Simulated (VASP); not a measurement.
Here is a VASP 6.6.1 calculation.

Contents of POSCAR:

```
K
1.0
   -2.5676345012      2.5676345012      2.5676345012
    2.5676345012     -2.5676345012      2.5676345012
    2.5676345012      2.5676345012     -2.5676345012
K
1
Direct
    0.0000000000      0.0000000000      0.0000000000
```

The input INCAR.step1:

```
SYSTEM = K
PREC = Accurate
ENCUT = 520
EDIFF = 1E-5
ISMEAR = -1
SIGMA = 0.1
LREAL = .FALSE.
LASPH = .TRUE.
NELM = 100
ALGO = Normal
ISIF = 2
LWAVE = .TRUE.
LCHARG = .FALSE.
NBANDS = 10
GGA = PE
```

Contents of INCAR.step2:

```
SYSTEM = K
PREC = Accurate
ENCUT = 520
EDIFF = 1E-6
ISMEAR = -1
SIGMA = 0.1
LREAL = .FALSE.
LASPH = .TRUE.
NELM = 100
ALGO = Normal
ISIF = 2
LWAVE = .FALSE.
LCHARG = .FALSE.
GGA = PE
LHFCALC = .TRUE.
HFSCREEN = 0.2079
PRECFOCK = Normal
NBANDS = 10
ISTART = 1
```

Contents of KPOINTS:

```
regular mesh
0
G
  6 6 6
  0 0 0
```

Potentials or basis: VASP PAW PBE potentials, release 64 (K_sv).

Run with:

```console
$ cat potpaw_PBE.64/K_sv/POTCAR > POTCAR
$ cp INCAR.step1 INCAR
$ mpirun -np 1 vasp_std > vasp.out
$ cp INCAR.step2 INCAR
$ mpirun -np 1 vasp_std > vasp.out
```

(1) Predict the pressure.

(2) Predict the band gap on the k mesh.

Answers

(1) 0.5 GPa.

(2) zero (an odd number of electrons rules out a gap without spin polarisation).

Caveat: the PAW data sets were made with another functional, which shifts forces and pressure a little.
